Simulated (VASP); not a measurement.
Crystal: C.

```xyz
2
Lattice="0.0000 1.7863 1.7863 1.7863 0.0000 1.7863 1.7863 1.7863 0.0000" Properties=species:S:1:pos:R:3 pbc="T T T"
C    -0.4466   -0.4466   -0.4466
C     0.4466    0.4466    0.4466
```

| Quantity | Value |
| --- | --- |
| Program | VASP 6.6.1 |
| Task | relaxation of cell and atoms |
| Functional | LDA |
| Potentials or basis | VASP PAW LDA potentials, release 64 (C) |
| Cutoff | 600 eV |
| k mesh | 24 × 24 × 24 |
| Occupations | fermi-dirac, width 0.02 eV |
| Spin | no spin polarisation |

At the start: pressure -14.4 GPa; volume 5.70 Å³/atom.

**Question.** How do energy, volume and symmetry change on relaxing?

**Answer.** Over 6 steps the energy falls by 8.5 meV/atom and the volume is 5.52 Å³/atom (-3.2 %); space group Fd-3m (No. 227, to 0.1 Å) before and after.

Step by step:
```tsv
step	energy change (eV)	largest force (eV/Å)	pressure (GPa)	volume (Å³)
1	0.0000	0.0000	-14.44	11.40
2	0.0123	0.0000	21.30	10.57
3	-0.0171	0.0000	-0.15	11.03
4	-0.0171	0.0000	0.15	11.03
5	-0.0171	0.0000	-0.16	11.03
6	-0.0171	0.0000	-0.03	11.03
```

Final structure:
```xyz
2
Lattice="0.0000 1.7668 1.7668 1.7668 0.0000 1.7668 1.7668 1.7668 0.0000" Properties=species:S:1:pos:R:3 pbc="T T T"
C     3.0919    3.0919    3.0919
C     0.4417    0.4417    0.4417
```
